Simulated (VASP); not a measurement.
# Be3P3Pd (Pm-3m) in VASP: further runs

Be3P3Pd is run at these levels: PBE; tasks: single point, relaxation of cell and atoms.

All numbers are computed with VASP 6.6.1; they aren't measurements. Logs are shortened: lines on timing, memory, paths and dates and some standing lists are left out, and cuts for length are marked.

**1. The cell of the first run**

The structure is cubic, space group Pm-3m (No. 221). The conventional cell has a = 4.745 Å, b = 4.745 Å, c = 4.745 Å, α = 90.00°, β = 90.00°, γ = 90.00°. Be (site symmetry 4/mmm) has 4 P at 2.37 Å within 3.1 Å. P (site symmetry 4/mmm) has 4 Be at 2.37 Å and 2 Pd at 2.37 Å within 3.1 Å. Pd (site symmetry m-3m) has 6 P at 2.37 Å within 3.1 Å.

**2. Single point, PBE**

INCAR reads:

```
SYSTEM = Be3P3Pd
PREC = Accurate
ENCUT = 520
EDIFF = 1E-6
ISMEAR = 0
SIGMA = 0.1
LREAL = .False.
LASPH = .True.
NELM = 100
ALGO = Normal
ISIF = 2
LWAVE = .False.
LCHARG = .True.
GGA = PE
LELF = .True.
LVHAR = .True.
NBANDS = 24
```

KPOINTS reads:

```
Automatic mesh
0
Gamma
  8 8 8
  0 0 0
```

POSCAR reads:

```
Be3P3Pd
1.0
    4.7448448214      0.0000000000      0.0000000000
    0.0000000000      4.7448448214      0.0000000000
    0.0000000000      0.0000000000      4.7448448214
Be P Pd
3 3 1
Direct
    0.0000000000      0.5000000000      0.5000000000
    0.5000000000      0.0000000000      0.5000000000
    0.5000000000      0.5000000000      0.0000000000
    0.5000000000      0.0000000000      0.0000000000
    0.0000000000      0.5000000000      0.0000000000
    0.0000000000      0.0000000000      0.5000000000
    0.0000000000      0.0000000000      0.0000000000
```

Potentials or basis: VASP PAW PBE potentials, release 64 (Be, P, Pd).

Command:

```sh
$ cat potpaw_PBE.64/Be/POTCAR potpaw_PBE.64/P/POTCAR potpaw_PBE.64/Pd/POTCAR > POTCAR
$ mpirun -np 1 vasp_std > vasp.out
```

OUTCAR:

```text
SYSTEM = Be3P3Pd
   PREC = Accurate
   ENCUT = 520
   EDIFF = 1E-6
   ISMEAR = 0
   LREAL = .False.
   LASPH = .True.
   NELM = 100
   ISIF = 2
   GGA = PE

 ion  position               nearest neighbor table
   1  0.000  0.500  0.500-   5 2.37   6 2.37   5 2.37   6 2.37
   2  0.500  0.000  0.500-   4 2.37   6 2.37   4 2.37   6 2.37
   3  0.500  0.500  0.000-   4 2.37   5 2.37   4 2.37   5 2.37
   4  0.500  0.000  0.000-   2 2.37   3 2.37   7 2.37   2 2.37   3 2.37   7 2.37
   5  0.000  0.500  0.000-   1 2.37   3 2.37   7 2.37   1 2.37   7 2.37   3 2.37
   6  0.000  0.000  0.500-   1 2.37   2 2.37   7 2.37   7 2.37   1 2.37   2 2.37
   7  0.000  0.000  0.000-   4 2.37   5 2.37   6 2.37   6 2.37   5 2.37   4 2.37

  LATTYP: Found a simple cubic cell.
 ALAT       =     4.7448448214

  Lattice vectors:

 A1 = (   4.7448448214,   0.0000000000,   0.0000000000)
 A2 = (   0.0000000000,   4.7448448214,   0.0000000000)
 A3 = (   0.0000000000,   0.0000000000,   4.7448448214)

Analysis of symmetry for initial positions (statically):
=====================================================================
 Subroutine PRICEL returns:
 Original cell was already a primitive cell.

 Routine SETGRP: Setting up the symmetry group for a
 simple cubic supercell.

 Subroutine GETGRP returns: Found 48 space group operations
 (whereof 48 operations were pure point group operations)
 out of a pool of 48 trial point group operations.

The static configuration has the point symmetry O_h .

Analysis of symmetry for dynamics (positions and initial velocities):
=====================================================================
 Subroutine PRICEL returns:
 Original cell was already a primitive cell.

 Routine SETGRP: Setting up the symmetry group for a
 simple cubic supercell.

 Subroutine GETGRP returns: Found 48 space group operations
 (whereof 48 operations were pure point group operations)
 out of a pool of 48 trial point group operations.

The dynamic configuration has the point symmetry O_h .

 Subroutine INISYM returns: Found 48 space group operations
 (whereof 48 operations are pure point group operations),
 and found     1 'primitive' translations

----------------------------------------------------------------------------------------

                                     Primitive cell

  volume of cell :     106.8233

  direct lattice vectors                    reciprocal lattice vectors
     4.744844821  0.000000000  0.000000000     0.210755048  0.000000000  0.000000000
     0.000000000  4.744844821  0.000000000     0.000000000  0.210755048  0.000000000
     0.000000000  0.000000000  4.744844821     0.000000000  0.000000000  0.210755048

  length of vectors
     4.744844821  4.744844821  4.744844821     0.210755048  0.210755048  0.210755048

  position of ions in fractional coordinates (direct lattice)
     0.000000000  0.500000000  0.500000000
     0.500000000  0.000000000  0.500000000
     0.500000000  0.500000000  0.000000000
     0.500000000  0.000000000  0.000000000
     0.000000000  0.500000000  0.000000000
     0.000000000  0.000000000  0.500000000
     0.000000000  0.000000000  0.000000000

  ion indices of the primitive-cell ions
   primitive index   ion index
                 1           1
                 2           2
                 3           3
                 4           4
                 5           5
                 6           6
                 7           7

----------------------------------------------------------------------------------------

 KPOINTS: Automatic mesh

Automatic generation of k-mesh.
 Grid dimensions read from file:
 generate k-points for:    8    8    8

 Generating k-lattice:

  Cartesian coordinates                     Fractional coordinates (reciprocal lattice)
     0.026344381  0.000000000  0.000000000     0.125000000  0.000000000  0.000000000
     0.000000000  0.026344381  0.000000000     0.000000000  0.125000000  0.000000000
     0.000000000  0.000000000  0.026344381     0.000000000  0.000000000  0.125000000

  Length of vectors
     0.026344381  0.026344381  0.026344381

  Shift w.r.t. Gamma in fractional coordinates (k-lattice)
     0.000000000  0.000000000  0.000000000

 Subroutine IBZKPT returns following result:
 ===========================================

 Found     35 irreducible k-points:

 Following reciprocal coordinates:
            Coordinates               Weight
  0.000000  0.000000  0.000000      1.000000
  0.125000  0.000000  0.000000      6.000000
  0.250000  0.000000  0.000000      6.000000
  0.375000  0.000000  0.000000      6.000000
  0.500000  0.000000  0.000000      3.000000
  0.125000  0.125000  0.000000     12.000000
[... 16 lines left out ...]
  0.375000  0.375000  0.125000     24.000000
  0.500000  0.375000  0.125000     24.000000
 [... further k-points ...]
   k-points           NKPTS =     35   k-points in BZ     NKDIM =     35   number of bands    NBANDS=     24
   number of dos      NEDOS =    301   number of ions     NIONS =      7
   total plane-waves  NPLWV =  46656
   dimension x,y,z NGX =    36 NGY =   36 NGZ =   36
   dimension x,y,z NGXF=    72 NGYF=   72 NGZF=   72
   ions per type =               3   3   1
   NGX,Y,Z   is equivalent  to a cutoff of  12.61, 12.61, 12.61 a.u.
   NGXF,Y,Z  is equivalent  to a cutoff of  25.23, 25.23, 25.23 a.u.
 SYSTEM =  Be3P3Pd
   PREC   = accura    normal or accurate (medium, high low for compatibility)
   ISTART =      0    job   : 0-new  1-cont  2-samecut
   ICHARG =      2    charge: 1-file 2-atom 10-const
   ISPIN  =      1    spin polarized calculation?
   LNONCOLLINEAR =      F non collinear calculations
   LSORBIT =      F    spin-orbit coupling
   LASPH  =      T    aspherical Exc in radial PAW
   ENCUT  =  520.0 eV  38.22 Ry    6.18 a.u.   8.82  8.82  8.82*2*pi/ulx,y,z
   NELM   =    100;   NELMIN=  2; NELMDL= -5     # of ELM steps
   EDIFF  = 0.1E-05   stopping-criterion for ELM
   LREAL  =      F    real-space projection
   EDIFFG = 0.1E-04   stopping-criterion for IOM
   NSW    =      0    number of steps for IOM
   IBRION =     -1    ionic relax: 0-MD 1-quasi-New 2-CG
   NFREE  =      0    steps in history (QN), initial steepest desc. (CG)
   ISIF   =      2    stress and relaxation
   ISYM   =      2    0-nonsym 1-usesym 2-fastsym
   POTIM  = 0.5000    time-step for ionic-motion
   TEBEG  =    0.0;   TEEND  =   0.0 temperature during run
   PSTRESS=    0.0 pullay stress
   NELECT =      31.0000    total number of electrons
   NUPDOWN=      -1.0000    fix difference up-down
   EMIN   =  10.00;   EMAX   =-10.00  energy-range for DOS
   EFERMI =   0.00;   METHOD = LEGACY
   ISMEAR =     0;   SIGMA  =   0.10  broadening in eV -4-tet -1-fermi 0-gaus
   EFERMI_NEDOS =   21; number of points for ismear=-14 and -15
   IALGO  =     38    algorithm
   IMIX   =      4    mixing-type and parameters
     AMIX     =   0.40;   BMIX     =  1.00
     AMIX_MAG =   1.60;   BMIX_MAG =  1.00
  volume/ion in A,a.u.               =      15.26       102.98
  Fermi-wavevector in a.u.,A,eV,Ry     =   1.083860  2.048199 15.983492  1.174754
  Thomas-Fermi vector in A             =   2.219937
   LORBIT       =      0    0 simple, 1 ext, 2 COOP (PROOUT), +10 PAW based schemes
   GGA     = PE    functional components
   LHFCALC =     F    Hartree Fock is set to
   AEXX    =    0.0000 exact exchange contribution
   IVDW    =     0    specifies the selected vdW correction
   LEPSILON=     F    determine dielectric tensor
   LRPA    =     F    only Hartree local field effects (RPA)
 non-spin polarized calculation
 Gauss-broadening in eV      SIGMA  =   0.10
  energy-cutoff  :      520.00
  volume of cell :      106.82
 maximum number of plane-waves:      2897
 NGX is ok and might be reduce to    36
   NGX = 17   NGY = 17   NGZ = 17

 number of electron      31.0000002 magnetization

 Free energy of the ion-electron system (eV)
  ---------------------------------------------------
  ext. energy  EPLUGINS =         0.00000000
  ---------------------------------------------------
  free energy    TOTEN  =       -30.37587717 eV

  energy without entropy =      -30.36217371  energy(sigma->0) =      -30.36902544

 E-fermi :   6.0705     XC(G=0): -10.1115

 val. band max:        6.0324760565   @ k =   0.3750   0.1250   0.0000
 cond. band min:       6.0717371434   @ k =   0.3750   0.2500   0.2500
 fundamental gap:      0.0392610869
 Fermi energy:         6.0705011133

 k-point     1 :       0.0000    0.0000    0.0000
  band No.  band energies     occupation
      1      -6.7017      2.00000
      2      -4.0295      2.00000
      3      -4.0295      2.00000
      4       0.7873      2.00000
      5       0.7873      2.00000
      6       0.7873      2.00000
[... 16 lines left out ...]
     23      10.9757      0.00000
     24      11.3277      0.00000

 k-point     2 :       0.1250    0.0000    0.0000
  band No.  band energies     occupation
      1      -6.6264      2.00000
      2      -4.1028      2.00000
      3      -4.0223      2.00000
      4       0.6188      2.00000
      5       0.8115      2.00000
      6       0.8115      2.00000
[... 16 lines left out ...]
     23      10.8339      0.00000
     24      11.7971      0.00000

 k-point     3 :       0.2500    0.0000    0.0000
  band No.  band energies     occupation
      1      -6.4157      2.00000
      2      -4.3209      2.00000
      3      -4.0049      2.00000
      4       0.3601      2.00000
      5       0.8745      2.00000
      6       0.8745      2.00000
[... 16 lines left out ...]
     23      10.5861      0.00000
     24      12.3025      0.00000
[... 514 lines left out ...]
 k-point    23 :       0.3750    0.3750    0.1250
  band No.  band energies     occupation
      1      -5.4469      2.00000
      2      -4.4899      2.00000
      3      -4.3409      2.00000
      4      -0.4212      2.00000
      5       0.2640      2.00000
      6       0.4596      2.00000
[... 16 lines left out ...]
     23      11.3362      0.00000
     24      11.9596      0.00000

 k-point    24 :       0.5000    0.3750    0.1250
  band No.  band energies     occupation
      1      -5.2504      2.00000
      2      -4.5921      2.00000
      3      -4.3689      2.00000
      4      -0.5231      2.00000
      5       0.1325      2.00000
      6       0.4466      2.00000
[... 16 lines left out ...]
     23      10.6811      0.00000
     24      11.3852      0.00000

 [... further k-points ...]

------------------------ aborting loop because EDIFF is reached ----------------------------------------

  FORCE on cell =-STRESS in cart. coord.  units (eV):
  Direction    XX          YY          ZZ          XY          YZ          ZX
  --------------------------------------------------------------------------------------
  -------------------------------------------------------------------------------------
  Total       -0.0154359     -0.0154359     -0.0154359     -0.0000000     -0.0000000     -0.0000000
  in kB       -0.2315133     -0.2315133     -0.2315133     -0.0000000     -0.0000000     -0.0000000
  external PRESSURE =      -0.2315133 kB  Pullay stress =       0.0000000 kB

 VOLUME and BASIS-vectors are now :
 -----------------------------------------------------------------------------
  energy-cutoff  :      520.00
  volume of cell :      106.82
      direct lattice vectors                 reciprocal lattice vectors
     4.744844821  0.000000000  0.000000000     0.210755048  0.000000000  0.000000000
     0.000000000  4.744844821  0.000000000     0.000000000  0.210755048  0.000000000
     0.000000000  0.000000000  4.744844821     0.000000000  0.000000000  0.210755048

 POSITION                                       TOTAL-FORCE (eV/Angst)
 -----------------------------------------------------------------------------------
      0.00000      2.37242      2.37242         0.000000      0.000000      0.000000
      2.37242      0.00000      2.37242         0.000000      0.000000      0.000000
      2.37242      2.37242      0.00000         0.000000      0.000000      0.000000
      2.37242      0.00000      0.00000         0.000000      0.000000      0.000000
      0.00000      2.37242      0.00000         0.000000      0.000000      0.000000
      0.00000      0.00000      2.37242         0.000000      0.000000      0.000000
      0.00000      0.00000      0.00000         0.000000      0.000000      0.000000
 -----------------------------------------------------------------------------------
    total drift:                               -0.000000     -0.000000     -0.000000

  FREE ENERGIE OF THE ION-ELECTRON SYSTEM (eV)
  ---------------------------------------------------
  free  energy   TOTEN  =       -30.3758771728 eV

  energy  without entropy=      -30.3621737145  energy(sigma->0) =      -30.36902544
```

Run time: 59 s. Hardware: 1 thread of Intel Xeon Platinum 8488C (Sapphire Rapids), shared host; peak memory 0.26 GiB.

What came out:

```yaml
Free_energy: -30.3759 eV
Pressure: 0.0 GPa
Band_gap_on_the_k_mesh: zero (an odd number of electrons rules out a gap without spin polarisation)
```

**3. Single point, PBE**

INCAR reads:

```
PREC = Accurate
ENCUT = 520
EDIFF = 1E-7
ISMEAR = 0
SIGMA = 0.1
LREAL = F
LASPH = T
NELM = 100
ALGO = Normal
ISIF = 2
LWAVE = F
LCHARG = T
GGA = PE
LELF = T
LVHAR = T
NBANDS = 24
```

KPOINTS reads:

```
Automatic mesh
0
Gamma
  8 8 8
```

POSCAR is that of step 2.

Potentials or basis: VASP PAW PBE potentials, release 64 (Be, P, Pd).

Command:

```sh
$ cat potpaw_PBE.64/Be/POTCAR potpaw_PBE.64/P/POTCAR potpaw_PBE.64/Pd/POTCAR > POTCAR
$ mpirun -np 1 vasp_std > vasp.out
```

Wall time 69 s (1 thread of Intel Xeon Platinum 8488C (Sapphire Rapids), shared host); peak memory 0.25 GiB.

Results (log left out):

| Property | Result |
| --- | --- |
| Free energy | -30.3759 eV |
| Pressure | 0.0 GPa |
| Band gap on the k mesh | zero (an odd number of electrons rules out a gap without spin polarisation) |

Levels at points of the mesh, in eV from the Fermi level:
```csv
k point,band 13,band 14,band 15,band 16,band 17,band 18
"(0.00, 0.00, 0.00)",-2.41,-2.41,-1.19,-0.05,-0.05,-0.05
"(0.50, 0.00, 0.00)",-1.60,-1.60,-0.65,-0.55,-0.55,2.54
"(0.50, 0.50, 0.00)",-1.42,-1.42,-1.11,0.68,0.91,1.42
"(0.50, 0.50, 0.50)",-2.07,0.91,0.91,0.91,3.19,3.19
```

**4. Relaxation of cell and atoms, PBE**

INCAR reads:

```
ALGO = Normal
EDIFF = 1E-6
EDIFFG = -0.01
ENCUT = 600
GGA = PE
IBRION = 2
ISIF = 3
ISMEAR = 0
LASPH = T
LCHARG = F
LREAL = F
LWAVE = F
NELM = 100
NSW = 100
PREC = Accurate
SIGMA = 0.1
```

KPOINTS reads:

```
k-points
0
Gamma
  8 8 8
```

POSCAR: that of step 3 with these lines changed.

```diff
@@ -2,5 +2,5 @@
 1.0
-    4.7448448214      0.0000000000      0.0000000000
-    0.0000000000      4.7448448214      0.0000000000
-    0.0000000000      0.0000000000      4.7448448214
+    4.7474341353      0.0000000000      0.0000000000
+    0.0000000000      4.7474341353      0.0000000000
+    0.0000000000      0.0000000000      4.7474341353
 Be P Pd
```

Command:

```sh
$ cat potpaw_PBE.64/Be/POTCAR potpaw_PBE.64/P/POTCAR potpaw_PBE.64/Pd/POTCAR > POTCAR
$ mpirun -np 1 vasp_std > vasp.out
```

It took 1.7 min on 1 thread of Intel Xeon Platinum 8488C (Sapphire Rapids), shared host; peak memory 0.31 GiB.

Results (log left out):

```yaml
Free_energy: -30.3765 eV
Relaxed_volume: 15.25 Å³/atom
Relaxed_cell: a = 4.744 Å, b = 4.744 Å, c = 4.744 Å, α = 90.00°, β = 90.00°, γ = 90.00°
Space_group_after_relaxing_to_0.1_Å: Pm-3m (No. 221)
Energy_gained_by_relaxing: 0.0 meV/atom
Ionic_steps: 2
Pressure_after_relaxing: 0.1 GPa
Band_gap_on_the_k_mesh: zero (an odd number of electrons rules out a gap without spin polarisation)
```

The path:
| step | energy change (eV) | largest force (eV/Å) | pressure (GPa) | volume (Å³) |
| --- | --- | --- | --- | --- |
| 1 | 0.0000 | 0.0000 | -0.17 | 107.00 |
| 2 | -0.0001 | 0.0000 | 0.07 | 106.75 |

Final structure:
```
Be P Pd
1.0
     4.74377    0.00000    0.00000
     0.00000    4.74377    0.00000
     0.00000    0.00000    4.74377
Be P Pd
3 3 1
Cartesian
  0.0000 2.3719 2.3719
  2.3719 0.0000 2.3719
  2.3719 2.3719 0.0000
  2.3719 0.0000 0.0000
  0.0000 2.3719 0.0000
  0.0000 0.0000 2.3719
  0.0000 0.0000 0.0000
```

Levels at points of the mesh, in eV from the Fermi level:
```
           k point  band 13  band 14  band 15  band 16  band 17  band 18
(0.00, 0.00, 0.00)    -2.41    -2.41    -1.19    -0.05    -0.05    -0.05
(0.50, 0.00, 0.00)    -1.61    -1.61    -0.65    -0.55    -0.55     2.54
(0.50, 0.50, 0.00)    -1.42    -1.42    -1.11     0.68     0.91     1.41
(0.50, 0.50, 0.50)    -2.08     0.91     0.91     0.91     3.19     3.19
```
